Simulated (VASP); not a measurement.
# MgS5 (P-62m) in VASP: further runs, part 2 of 2

VASP 6.6.1.

**3. Relaxation of cell and atoms, PBE**

This run uses another cell than the first one, of 23.92 Å³/atom.

Input file INCAR:

```
PREC     = Accurate       # precision mode
ENCUT    = 600            # plane-wave cutoff, eV
EDIFF    = 1E-6           # SCF threshold, eV
ISMEAR   = 0              # smearing method
SIGMA    = 0.1            # smearing width, eV
LREAL    = F              # projectors in reciprocal space
LASPH    = T              # aspherical terms in the spheres
NELM     = 80             # most SCF steps
ALGO     = Normal         # electronic algorithm
ISIF     = 3              # what is computed and relaxed
LWAVE    = F              # write WAVECAR
LCHARG   = F              # write CHGCAR
GGA      = PE             # functional
IBRION   = 2              # ionic algorithm
NSW      = 90             # ionic steps
EDIFFG   = -0.04          # ionic threshold
```

Input file KPOINTS:

```
Automatic mesh
0
Gamma
  6 6 2
```

Input file POSCAR:

```
MgS5
1.0
    4.6791854708      0.0000000000      0.0000000000
   -2.3395927354      4.0522934867      0.0000000000
    0.0000000000      0.0000000000      7.5679909409
Mg S
1 5
Direct
    0.0000000000      0.0000000000      0.0000000000
    0.0000000000      0.7392664313      0.5000000000
    0.7392664313      0.0000000000      0.5000000000
    0.2607335687      0.2607335687      0.5000000000
    0.6666666667      0.3333333333      0.0000000000
    0.3333333333      0.6666666667      0.0000000000
```

Potentials or basis: VASP PAW PBE potentials, release 64 (Mg, S).

Launch:

```sh
$ cat potpaw_PBE.64/Mg/POTCAR potpaw_PBE.64/S/POTCAR > POTCAR
$ mpirun -np 1 vasp_std > vasp.out
```

OUTCAR:

```text
PREC = Accurate
   ENCUT = 600
   EDIFF = 1E-6
   ISMEAR = 0
   LREAL = F
   LASPH = T
   NELM = 80
   ISIF = 3
   GGA = PE
   IBRION = 2
   NSW = 90
   EDIFFG = -0.04

 ion  position               nearest neighbor table
   1  0.000  0.000  0.000-   5 2.70   6 2.70   6 2.70   5 2.70   5 2.70   6 2.70
   2  0.000  0.739  0.500-   4 2.11   3 2.11
   3  0.739  0.000  0.500-   4 2.11   2 2.11
   4  0.261  0.261  0.500-   2 2.11   3 2.11
   5  0.667  0.333  0.000-   6 2.70   1 2.70   6 2.70   1 2.70   1 2.70   6 2.70
   6  0.333  0.667  0.000-   5 2.70   1 2.70   5 2.70   1 2.70   1 2.70   5 2.70

  LATTYP: Found a hexagonal cell.
 ALAT       =     4.6791854708
 C/A-ratio  =     1.6173735767

  Lattice vectors:

 A1 = (   4.6791854708,   0.0000000000,   0.0000000000)
 A2 = (  -2.3395927354,   4.0522934867,   0.0000000000)
 A3 = (   0.0000000000,   0.0000000000,   7.5679909409)

Analysis of symmetry for initial positions (statically):
=====================================================================
 Subroutine PRICEL returns:
 Original cell was already a primitive cell.

 Routine SETGRP: Setting up the symmetry group for a
 hexagonal supercell.
[... 152 lines left out ...]
 maximum number of plane-waves:      4830
 NGX is ok and might be reduce to    40
   NGX = 19   NGY = 19   NGZ = 31

--------------------------------------- Ionic step        1  -------------------------------------------

 number of electron      31.9999996 magnetization

 Free energy of the ion-electron system (eV)
  ---------------------------------------------------
  ext. energy  EPLUGINS =         0.00000000
  ---------------------------------------------------
  free energy    TOTEN  =       -20.54486096 eV

  energy without entropy =      -20.53218904  energy(sigma->0) =      -20.53852500

------------------------ aborting loop because EDIFF is reached ----------------------------------------

  FORCE on cell =-STRESS in cart. coord.  units (eV):
  Direction    XX          YY          ZZ          XY          YZ          ZX
  --------------------------------------------------------------------------------------
  -------------------------------------------------------------------------------------
  Total       -0.8869619     -0.8869619     -0.2232415      0.0000000      0.0000000      0.0000000
  in kB       -9.9029324     -9.9029324     -2.4924914      0.0000000      0.0000000      0.0000000
  external PRESSURE =      -7.4327854 kB  Pullay stress =       0.0000000 kB
[... 107 lines left out ...]
--------------------------------------- Ionic step        4  -------------------------------------------

 number of electron      31.9999997 magnetization

 Free energy of the ion-electron system (eV)
  ---------------------------------------------------
  ext. energy  EPLUGINS =         0.00000000
  ---------------------------------------------------
  free energy    TOTEN  =       -20.55190020 eV

  energy without entropy =      -20.53936587  energy(sigma->0) =      -20.54563303

 E-fermi :   2.7803     XC(G=0):  -8.6236

 val. band max:        2.7692916509   @ k =   0.0000   0.0000   0.0000
 cond. band min:       2.7811001730   @ k =   0.1667   0.1667   0.0000
 fundamental gap:      0.0118085221
 Fermi energy:         2.7802944299

 k-point     1 :       0.0000    0.0000    0.0000
  band No.  band energies     occupation
      1     -14.6454      2.00000
      2     -10.9288      2.00000
      3      -7.7846      2.00000
      4      -7.7846      2.00000
      5      -7.0067      2.00000
      6      -4.3999      2.00000
[... 344 lines left out ...]
  FREE ENERGIE OF THE ION-ELECTRON SYSTEM (eV)
  ---------------------------------------------------
  free  energy   TOTEN  =       -20.5519001976 eV

  energy  without entropy=      -20.5393658668  energy(sigma->0) =      -20.54563303

 reached required accuracy - stopping structural energy minimisation
```

Run time: 62 s. Hardware: 1 thread of Intel Xeon 6975P-C (Granite Rapids), shared host; peak memory 0.33 GiB.

Results:

```yaml
Free_energy: -20.5519 eV
Relaxed_volume: 23.49 Å³/atom
Relaxed_cell: a = 4.645 Å, b = 4.645 Å, c = 7.544 Å, α = 90.00°, β = 90.00°, γ = 120.00°
Space_group_after_relaxing_to_0.1_Å: P-62m (No. 189)
Energy_gained_by_relaxing: 1.2 meV/atom
Ionic_steps: 4
Pressure_after_relaxing: 0.0 GPa
Largest_force_after_relaxing: 0.021 eV/Å
Band_gap_on_the_k_mesh: zero (bands 16 and 17 overlap by 0.52 eV)
```

Forces in eV/Å, atoms in the order of the input:
```
Mg   0.000  0.000  0.000
S    0.010 -0.018  0.000
S   -0.021  0.000  0.000
S    0.010  0.018  0.000
S    0.000  0.000  0.000
S    0.000  0.000  0.000
```

Stress tensor (GPa, compression positive):
```
 0.04  0.00  0.00
 0.00  0.04  0.00
 0.00  0.00 -0.17
```

Step by step:
```csv
step,energy change (eV),largest force (eV/Å),pressure (GPa),volume (Å³)
1,0.0000,0.0179,-0.74,143.50
2,-0.0030,0.3019,0.31,141.21
3,-0.0043,0.1861,-0.08,142.01
4,-0.0070,0.0208,-0.03,140.94
```

Final structure:
```xyz
6
Lattice="4.6448 0.0000 0.0000 -2.3224 4.0225 0.0000 0.0000 0.0000 7.5436" Properties=species:S:1:pos:R:3 pbc="T T T"
Mg    2.3224    4.0225    7.5436
S    -1.7131    2.9672    3.7718
S     1.1039    4.0225    3.7718
S     0.6092    1.0552    3.7718
S     2.3224    1.3408    7.5436
S     0.0000    2.6817    7.5436
```

Caveat: the k points lie up to 0.42 Å⁻¹ apart in the final cell, too coarse for converged energies and pressures of a metal; semilocal functionals underestimate gaps, and a narrow one can read as zero.

The gap in the log of VASP goes by the Fermi energy; the results here count the filled bands.